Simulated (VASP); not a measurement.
Set up this calculation in VASP 6.6.1, as the native input.

| Property | Result |
| --- | --- |
| Task | single point |
| Functional | LDA |
| Potentials or basis | VASP PAW LDA potentials, release 64 (Bi_d) |
| Cutoff | 520 eV |
| k mesh | 11 × 11 × 11 |
| Occupations | fermi-dirac, width 0.08 eV |
| Spin | no spin polarisation |
| Dipole correction | no |
| Further INCAR settings | ALGO = Normal; EDIFF = 1e-07; NBANDS = 22 |

The structure of Bi lies in POSCAR:

```
Bi
1.0
    0.0000000000      3.2245241069      3.2245241069
    3.2245241069      0.0000000000      3.2245241069
    3.2245241069      3.2245241069      0.0000000000
Bi
2
Direct
   -0.1250000000     -0.1250000000     -0.1250000000
    0.1250000000      0.1250000000      0.1250000000
```

This isn't the form of Bi at room conditions, which is rhombohedral.

The input as run:

INCAR

```
SYSTEM = Bi
  ALGO = Normal
  EDIFF = 1E-7
  ENCUT = 520
  ISIF = 2
  ISMEAR = -1
  LASPH = .TRUE.
  LCHARG = .FALSE.
  LREAL = .FALSE.
  LWAVE = .FALSE.
  NBANDS = 22
  NELM = 60
  PREC = Accurate
  SIGMA = 0.08
```

KPOINTS

```
k-points
0
G
  11 11 11
  0 0 0
```

Potentials or basis: VASP PAW LDA potentials, release 64 (Bi_d).

The run is started by

```console
$ cat potpaw_LDA.64/Bi_d/POTCAR > POTCAR
$ mpirun -np 1 vasp_std > vasp.out
```

Results of the run:

```yaml
Pressure: 19.0 GPa
Band_gap_on_the_k_mesh: zero (bands 15 and 16 overlap by 1.32 eV)
```

Caveat: the cell stands under pressure; spin-orbit coupling is left out, which moves the levels of the heavy elements.

It took 81 s on 1 thread of Intel Xeon 8259CL (shared host), peak memory 0.2 GiB.
